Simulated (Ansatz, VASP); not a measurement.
**One calculation of NbPdO2, two programs**

```xyz
8
Lattice="2.9210 0.0000 0.0000 -1.4605 2.5297 0.0000 0.0000 0.0000 14.4943" Properties=species:S:1:pos:R:3 pbc="T T T"
Nb    0.0000    1.6865   10.8707
Nb    1.4605    0.8432    3.6236
Pd    0.0000    0.0000    7.2472
Pd    0.0000    0.0000    0.0000
O     0.0000    1.6865    4.8523
O     1.4605    0.8432   12.0995
O     1.4605    0.8432    9.6420
O     0.0000    1.6865    2.3948
```

Alike in both runs: functional PBE; k mesh 6 × 6 × 2; occupations gaussian, width 0.1 eV; no spin polarisation.

Ansatz relaxed the structure, and its values are those at the end. VASP's run is a single point on that final structure, the one shown.

```csv
,VASP,Ansatz
version,VASP 6.6.1,Ansatz 0.2.0
potentials or method,"VASP PAW PBE potentials, release 64 (Nb_sv, Pd, O), cutoff 520 eV","scalar-relativistic, plane waves, PAW"
valence electrons in the cell,70,86
```

Ansatz gave:

| Property | Result |
| --- | --- |
| gap on the k mesh at the Fermi level (eV) | none |
| pressure (GPa) | -0.1 |
| rms of the force components (eV/Å) | 0.001 |

**Question.** Estimate VASP's values.

**Answer.** gap on the k mesh at the Fermi level (eV): none; pressure (GPa): -0.2; rms of the force components (eV/Å): 0.005.

A gap of «none» marks a metal or a gap that the smearing closes. VASP's potentials hold 70 valence electrons a cell and Ansatz's 86, so a difference there can come from the potentials and not from the codes.

The k mesh is coarse, so the values compare programs but aren't converged.
